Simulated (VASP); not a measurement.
Wanted: the native input for a VASP 6.6.1 run.

```
Task                   : single point
Functional             : PBE
Potentials or basis    : VASP PAW PBE potentials, release 64 (Zn, Au)
Cutoff                 : 520 eV
k mesh                 : 12 × 12 × 12
Occupations            : gaussian, width 0.1 eV
Spin                   : no spin polarisation
Dipole correction      : no
Further INCAR settings : ALGO = Normal; EDIFF = 1e-06; NBANDS = 18
```

The structure of ZnAu lies in POSCAR:

```
ZnAu
1.0
    3.1470000000      0.0000000000      0.0000000000
    0.0000000000      3.1470000000      0.0000000000
    0.0000000000      0.0000000000      3.1470000000
Zn Au
1 1
Direct
    0.5000000000      0.5000000000      0.5000000000
    0.0000000000      0.0285986654      0.0000000000
```

This cell differs from its parent crystal: one atom moved.

These files were run (other wordings do the same):

INCAR

```
SYSTEM = ZnAu
ALGO = Normal
EDIFF = 1E-6
ENCUT = 520
GGA = PE
ISIF = 2
ISMEAR = 0
LASPH = .True.
LCHARG = .True.
LELF = .True.
LREAL = .False.
LVHAR = .True.
LWAVE = .False.
NBANDS = 18
NELM = 80
PREC = Accurate
SIGMA = 0.1
```

KPOINTS

```
k-points
0
Gamma
  12 12 12
  0 0 0
```

Potentials or basis: VASP PAW PBE potentials, release 64 (Zn, Au).

Command:

```console
$ cat potpaw_PBE.64/Zn/POTCAR potpaw_PBE.64/Au/POTCAR > POTCAR
$ mpirun -np 1 vasp_std > vasp.out
```

It gave:

```yaml
Pressure: 5.4 GPa
Largest_force: 0.343 eV/Å
Band_gap_on_the_k_mesh: zero (an odd number of electrons rules out a gap without spin polarisation)
```

Caveat: the cell differs from its parent crystal (one atom moved); the cell stands under pressure; spin-orbit coupling is left out, which moves the levels of the heavy elements.

Wall time 46 s on 1 thread of Oxide Virtual Turin-like Processor, with other jobs on the host, peak memory 0.2 GiB.
